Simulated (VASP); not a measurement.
# RbBr (I4mm) in VASP: further runs

RbBr is run at these levels: PBE; tasks: single point.

All numbers are computed with VASP 6.6.1; they aren't measurements. Logs are shortened: lines on timing, memory, paths and dates and some standing lists are left out, and cuts for length are marked.

### 1 The cell of the first run

The structure is tetragonal, space group I4mm (No. 107). Conventional cell: a = 4.847 Å, b = 4.847 Å, c = 6.855 Å, α = 90.00°, β = 90.00°, γ = 90.00°. Within 3.7 Å of Rb (site symmetry 4mm) lie 5 Br at 2.83 to 3.48 Å. Br (site symmetry 4mm) has 5 Rb at 2.83 to 3.48 Å within 3.7 Å.

### 2 Single point, PBE (atom 2 (Br) moved by (+0.000, -0.600) A along [1 1 0] and z)

The input, INCAR:

```
PREC = Accurate ; ENCUT = 520
EDIFF = 1E-6 ; ISMEAR = 0
SIGMA = 0.05 ; LREAL = F
LASPH = T ; NELM = 80
ALGO = Normal ; ISIF = 2
LWAVE = F ; LCHARG = F
GGA = PE ; NBANDS = 15
```

The input, KPOINTS:

```
regular mesh
0
Gamma
  6 6 6
```

The input, POSCAR:

```
RbBr
1.0
    0.0000000000      3.4275000000      3.4275000000
    3.4275000000      0.0000000000      3.4275000000
    3.4275000000      3.4275000000      0.0000000000
Rb Br
1 1
Direct
    0.0000000000      0.0000000000      0.0000000000
    0.4124726477      0.4124726477      0.5875273523
```

Potentials or basis: VASP PAW PBE potentials, release 64 (Rb_sv, Br).

On the command line:

```
$ cat potpaw_PBE.64/Rb_sv/POTCAR potpaw_PBE.64/Br/POTCAR > POTCAR
$ mpirun -np 1 vasp_std > vasp.out
```

OUTCAR:

```text
PREC = Accurate
   ENCUT = 520
   EDIFF = 1E-6
   ISMEAR = 0
   LREAL = F
   LASPH = T
   NELM = 80
   ISIF = 2
   GGA = PE

 ion  position               nearest neighbor table
   1  0.000  0.000  0.000-   2 2.83   2 3.48   2 3.48   2 3.48   2 3.48   2 4.03
   2  0.412  0.412  0.588-   1 2.83   1 3.48   1 3.48   1 3.48   1 3.48   1 4.03

  LATTYP: Found a face centered cubic cell.
 ALAT       =     6.8550000000

  Lattice vectors:

 A1 = (   0.0000000000,   3.4275000000,   3.4275000000)
 A2 = (   3.4275000000,   0.0000000000,   3.4275000000)
 A3 = (   3.4275000000,   3.4275000000,   0.0000000000)

Analysis of symmetry for initial positions (statically):
=====================================================================
 Subroutine PRICEL returns:
 Original cell was already a primitive cell.

 Routine SETGRP: Setting up the symmetry group for a
 face centered cubic supercell.

 Subroutine GETGRP returns: Found  8 space group operations
 (whereof  8 operations were pure point group operations)
 out of a pool of 48 trial point group operations.

The static configuration has the point symmetry C_4v.

Analysis of symmetry for dynamics (positions and initial velocities):
=====================================================================
 Subroutine PRICEL returns:
 Original cell was already a primitive cell.

 Routine SETGRP: Setting up the symmetry group for a
 face centered cubic supercell.

 Subroutine GETGRP returns: Found  8 space group operations
 (whereof  8 operations were pure point group operations)
 out of a pool of 48 trial point group operations.

The dynamic configuration has the point symmetry C_4v.

 Subroutine INISYM returns: Found  8 space group operations
 (whereof  8 operations are pure point group operations),
 and found     1 'primitive' translations

----------------------------------------------------------------------------------------

                                     Primitive cell

  volume of cell :      80.5309

  direct lattice vectors                    reciprocal lattice vectors
     0.000000000  3.427500000  3.427500000    -0.145878920  0.145878920  0.145878920
     3.427500000  0.000000000  3.427500000     0.145878920 -0.145878920  0.145878920
     3.427500000  3.427500000  0.000000000     0.145878920  0.145878920 -0.145878920

  length of vectors
     4.847216985  4.847216985  4.847216985     0.252669702  0.252669702  0.252669702

  position of ions in fractional coordinates (direct lattice)
     0.000000000  0.000000000  0.000000000
     0.412472648  0.412472648  0.587527352

  ion indices of the primitive-cell ions
   primitive index   ion index
                 1           1
                 2           2

----------------------------------------------------------------------------------------

 KPOINTS: regular mesh

Automatic generation of k-mesh.
 Grid dimensions read from file:
 generate k-points for:    6    6    6

 Generating k-lattice:

  Cartesian coordinates                     Fractional coordinates (reciprocal lattice)
    -0.024313153  0.024313153  0.024313153     0.166666667  0.000000000  0.000000000
     0.024313153 -0.024313153  0.024313153     0.000000000  0.166666667  0.000000000
     0.024313153  0.024313153 -0.024313153     0.000000000  0.000000000  0.166666667

  Length of vectors
     0.042111617  0.042111617  0.042111617

  Shift w.r.t. Gamma in fractional coordinates (k-lattice)
     0.000000000  0.000000000  0.000000000

 Subroutine IBZKPT returns following result:
 ===========================================

 Found     30 irreducible k-points:

 Following reciprocal coordinates:
            Coordinates               Weight
  0.000000  0.000000  0.000000      1.000000
  0.166667  0.000000  0.000000      8.000000
  0.333333  0.000000  0.000000      8.000000
  0.500000  0.000000  0.000000      4.000000
  0.166667  0.166667  0.000000      2.000000
  0.000000  0.166667  0.166667      4.000000
[... 16 lines left out ...]
  0.500000  0.333333  0.166667      8.000000
  0.166667  0.500000  0.333333      8.000000
 [... further k-points ...]
   k-points           NKPTS =     30   k-points in BZ     NKDIM =     30   number of bands    NBANDS=     15
   number of dos      NEDOS =    301   number of ions     NIONS =      2
   total plane-waves  NPLWV =  46656
   dimension x,y,z NGX =    36 NGY =   36 NGZ =   36
   dimension x,y,z NGXF=    72 NGYF=   72 NGZF=   72
   ions per type =               1   1
   NGX,Y,Z   is equivalent  to a cutoff of  12.35, 12.35, 12.35 a.u.
   NGXF,Y,Z  is equivalent  to a cutoff of  24.69, 24.69, 24.69 a.u.
 SYSTEM =  unknown system
   PREC   = accura    normal or accurate (medium, high low for compatibility)
   ISTART =      0    job   : 0-new  1-cont  2-samecut
   ICHARG =      2    charge: 1-file 2-atom 10-const
   ISPIN  =      1    spin polarized calculation?
   LNONCOLLINEAR =      F non collinear calculations
   LSORBIT =      F    spin-orbit coupling
   LASPH  =      T    aspherical Exc in radial PAW
   ENCUT  =  520.0 eV  38.22 Ry    6.18 a.u.   9.01  9.01  9.01*2*pi/ulx,y,z
   NELM   =     80;   NELMIN=  2; NELMDL= -5     # of ELM steps
   EDIFF  = 0.1E-05   stopping-criterion for ELM
   LREAL  =      F    real-space projection
   EDIFFG = 0.1E-04   stopping-criterion for IOM
   NSW    =      0    number of steps for IOM
   IBRION =     -1    ionic relax: 0-MD 1-quasi-New 2-CG
   NFREE  =      0    steps in history (QN), initial steepest desc. (CG)
   ISIF   =      2    stress and relaxation
   ISYM   =      2    0-nonsym 1-usesym 2-fastsym
   POTIM  = 0.5000    time-step for ionic-motion
   TEBEG  =    0.0;   TEEND  =   0.0 temperature during run
   PSTRESS=    0.0 pullay stress
   NELECT =      16.0000    total number of electrons
   NUPDOWN=      -1.0000    fix difference up-down
   EMIN   =  10.00;   EMAX   =-10.00  energy-range for DOS
   EFERMI =   0.00;   METHOD = LEGACY
   ISMEAR =     0;   SIGMA  =   0.05  broadening in eV -4-tet -1-fermi 0-gaus
   EFERMI_NEDOS =   21; number of points for ismear=-14 and -15
   IALGO  =     38    algorithm
   IMIX   =      4    mixing-type and parameters
     AMIX     =   0.40;   BMIX     =  1.00
     AMIX_MAG =   1.60;   BMIX_MAG =  1.00
  volume/ion in A,a.u.               =      40.27       271.72
  Fermi-wavevector in a.u.,A,eV,Ry     =   0.955273  1.805204 12.415941  0.912546
  Thomas-Fermi vector in A             =   2.084095
   LORBIT       =      0    0 simple, 1 ext, 2 COOP (PROOUT), +10 PAW based schemes
   GGA     = PE    functional components
   LHFCALC =     F    Hartree Fock is set to
   AEXX    =    0.0000 exact exchange contribution
   IVDW    =     0    specifies the selected vdW correction
   LEPSILON=     F    determine dielectric tensor
   LRPA    =     F    only Hartree local field effects (RPA)
 non-spin polarized calculation
 Gauss-broadening in eV      SIGMA  =   0.05
  energy-cutoff  :      520.00
  volume of cell :       80.53
 maximum number of plane-waves:      2200
   NGX = 17   NGY = 17   NGZ = 17

 number of electron      16.0000000 magnetization

 Free energy of the ion-electron system (eV)
  ---------------------------------------------------
  ext. energy  EPLUGINS =         0.00000000
  ---------------------------------------------------
  free energy    TOTEN  =        -5.74502798 eV

  energy without entropy =       -5.74502798  energy(sigma->0) =       -5.74502798

 E-fermi :  -1.4649     XC(G=0):  -7.1878

 val. band max:       -1.7725070218   @ k =   0.0000   0.0000   0.0000
 cond. band min:       2.5832245284   @ k =   0.0000   0.0000   0.0000
 fundamental gap:      4.3557315501
 Fermi energy:        -1.4648943092

 k-point     1 :       0.0000    0.0000    0.0000
  band No.  band energies     occupation
      1     -26.1027      2.00000
      2     -14.0459      2.00000
      3     -10.2303      2.00000
      4     -10.1768      2.00000
      5     -10.1768      2.00000
      6      -1.9082      2.00000
      7      -1.9082      2.00000
      8      -1.7725      2.00000
      9       2.5832      0.00000
     10       5.7046      0.00000
     11       5.8564      0.00000
     12       5.8564      0.00000
     13       6.5039      0.00000
     14       7.0702      0.00000
     15       8.7661      0.00000

 k-point     2 :       0.1667    0.0000    0.0000
  band No.  band energies     occupation
      1     -26.1001      2.00000
      2     -14.0619      2.00000
      3     -10.2517      2.00000
      4     -10.1817      2.00000
      5     -10.1453      2.00000
      6      -2.1480      2.00000
      7      -1.9629      2.00000
      8      -1.8436      2.00000
      9       3.1911      0.00000
     10       5.4596      0.00000
     11       5.9103      0.00000
     12       5.9829      0.00000
     13       7.1279      0.00000
     14       7.6405      0.00000
     15       9.7457      0.00000

 k-point     3 :       0.3333    0.0000    0.0000
  band No.  band energies     occupation
      1     -26.0947      2.00000
      2     -14.0936      2.00000
      3     -10.2673      2.00000
      4     -10.1914      2.00000
      5     -10.1106      2.00000
      6      -2.5550      2.00000
      7      -2.0702      2.00000
      8      -1.9512      2.00000
      9       4.3596      0.00000
     10       5.5012      0.00000
     11       6.5086      0.00000
     12       6.5958      0.00000
     13       8.2151      0.00000
     14       8.7342      0.00000
     15       9.5348      0.00000
[... 343 lines left out ...]
 k-point    23 :       0.5000    0.3333    0.1667
  band No.  band energies     occupation
      1     -26.0907      2.00000
      2     -14.0941      2.00000
      3     -10.2744      2.00000
      4     -10.2665      2.00000
      5     -10.1347      2.00000
      6      -2.3748      2.00000
      7      -2.0346      2.00000
      8      -2.0159      2.00000
      9       4.8132      0.00000
     10       4.8737      0.00000
     11       6.8255      0.00000
     12       7.4865      0.00000
     13       7.8841      0.00000
     14       8.4499      0.00000
     15       9.5721      0.00000

 k-point    24 :       0.1667    0.5000    0.3333
  band No.  band energies     occupation
      1     -26.0916      2.00000
      2     -14.0700      2.00000
      3     -10.2901      2.00000
      4     -10.2557      2.00000
      5     -10.1514      2.00000
      6      -2.4392      2.00000
      7      -2.1346      2.00000
      8      -1.9964      2.00000
      9       5.0938      0.00000
     10       5.1353      0.00000
     11       6.8477      0.00000
     12       7.3330      0.00000
     13       7.7003      0.00000
     14       8.6414      0.00000
     15       9.1426      0.00000

 [... further k-points ...]
[... 5 lines left out ...]
  --------------------------------------------------------------------------------------
  -------------------------------------------------------------------------------------
  Total        0.2898103      0.2898103      4.4280286      0.0000000     -0.0000000     -0.0000000
  in kB        5.7658327      5.7658327     88.0964920      0.0000000     -0.0000000     -0.0000000
  external PRESSURE =      33.2093858 kB  Pullay stress =       0.0000000 kB

 VOLUME and BASIS-vectors are now :
 -----------------------------------------------------------------------------
  energy-cutoff  :      520.00
  volume of cell :       80.53
      direct lattice vectors                 reciprocal lattice vectors
     0.000000000  3.427500000  3.427500000    -0.145878920  0.145878920  0.145878920
     3.427500000  0.000000000  3.427500000     0.145878920 -0.145878920  0.145878920
     3.427500000  3.427500000  0.000000000     0.145878920  0.145878920 -0.145878920

 POSITION                                       TOTAL-FORCE (eV/Angst)
 -----------------------------------------------------------------------------------
      0.00000      0.00000      0.00000         0.000000      0.000000     -1.637020
      3.42750      3.42750      2.82750         0.000000      0.000000      1.637020
 -----------------------------------------------------------------------------------
    total drift:                               -0.000000     -0.000000      0.000001

  FREE ENERGIE OF THE ION-ELECTRON SYSTEM (eV)
  ---------------------------------------------------
  free  energy   TOTEN  =        -5.7450279835 eV

  energy  without entropy=       -5.7450279835  energy(sigma->0) =       -5.74502798
```

It took 17 s on 1 thread of Intel Xeon 6975P-C (Granite Rapids), shared host; peak memory 0.21 GiB.

Results:

- Free energy: -5.7450 eV
- Pressure: 3.3 GPa
- Largest force: 1.637 eV/Å
- Band gap on the k mesh: 4.36 eV, direct

Forces on the atoms (eV/Å):
```
Rb   0.000  0.000 -1.637
Br   0.000  0.000  1.637
```

Stress tensor (GPa, compression positive):
```
0.58 0.00 0.00
0.00 0.58 0.00
0.00 0.00 8.81
```

Levels at points of the mesh, in eV from the valence-band top:
```csv
k point,band 5,band 6,band 7,band 8,band 9,band 10,band 11,band 12
"(0.00, 0.00, 0.00)",-8.40,-0.14,-0.14,0.00,4.36,7.48,7.63,7.63
"(0.50, 0.00, 0.00)",-8.33,-0.95,-0.35,-0.23,6.62,7.71,8.95,9.21
"(0.50, 0.50, 0.00)",-8.49,-0.29,-0.16,-0.16,5.65,7.16,7.57,9.48
"(0.00, 0.50, 0.50)",-8.47,-0.48,-0.37,-0.06,6.07,6.96,9.26,9.29
```

Caveat: the cell differs from its parent crystal (atom 2 (Br) moved by (+0.000, -0.600) A along [1 1 0] and z); forces of over 1 eV/Å act on the atoms, so gaps and moduli don't describe the material at rest.

### 3 Single point, PBE (atom 2 (Br) moved by (+0.000, -0.300) A along [1 1 0] and z)

The input, INCAR:

```
SYSTEM = RbBr
PREC = Accurate
ENCUT = 520
EDIFF = 1E-6
ISMEAR = 0
SIGMA = 0.05
LREAL = .False.
LASPH = .True.
NELM = 60
ALGO = Normal
ISIF = 2
LWAVE = .False.
LCHARG = .True.
GGA = PE
LELF = .True.
LVHAR = .True.
NBANDS = 15
```

The input, KPOINTS:

```
regular mesh
0
Gamma
  6 6 6
  0 0 0
```

POSCAR, as its differences from that of step 2:

```diff
@@ -9,2 +9,2 @@
     0.0000000000      0.0000000000      0.0000000000
-    0.4124726477      0.4124726477      0.5875273523
+    0.4562363239      0.4562363239      0.5437636761
```

Potentials or basis: VASP PAW PBE potentials, release 64 (Rb_sv, Br).

On the command line:

```
$ cat potpaw_PBE.64/Rb_sv/POTCAR potpaw_PBE.64/Br/POTCAR > POTCAR
$ mpirun -np 1 vasp_std > vasp.out
```

It took 17 s on 1 thread of Intel Xeon 6975P-C (Granite Rapids), shared host; peak memory 0.21 GiB.

Results (log left out):

- Free energy: -6.0337 eV
- Pressure: 1.5 GPa
- Largest force: 0.476 eV/Å
- Band gap on the k mesh: 4.38 eV, direct

Forces on the atoms (eV/Å):
```
Rb   0.000  0.000 -0.476
Br   0.000  0.000  0.476
```

Stress tensor (GPa, compression positive):
```
0.90 0.00 0.00
0.00 0.90 0.00
0.00 0.00 2.69
```

Levels at points of the mesh, in eV from the valence-band top:
```tsv
k point	band 4	band 5	band 6	band 7	band 8	band 9	band 10	band 11	band 12	band 13
(0.00, 0.00, 0.00)	-8.45	-8.45	-0.02	-0.02	0.00	4.38	7.34	7.38	7.38	8.21
(0.50, 0.00, 0.00)	-8.46	-8.40	-0.96	-0.34	-0.31	6.78	7.72	9.28	9.41	10.06
(0.50, 0.50, 0.00)	-8.53	-8.53	-0.42	-0.14	-0.14	5.64	7.18	8.36	9.29	10.44
(0.00, 0.50, 0.50)	-8.53	-8.52	-0.46	-0.20	-0.13	5.74	7.10	9.24	9.25	9.51
```

Caveat: the cell differs from its parent crystal (atom 2 (Br) moved by (+0.000, -0.300) A along [1 1 0] and z).
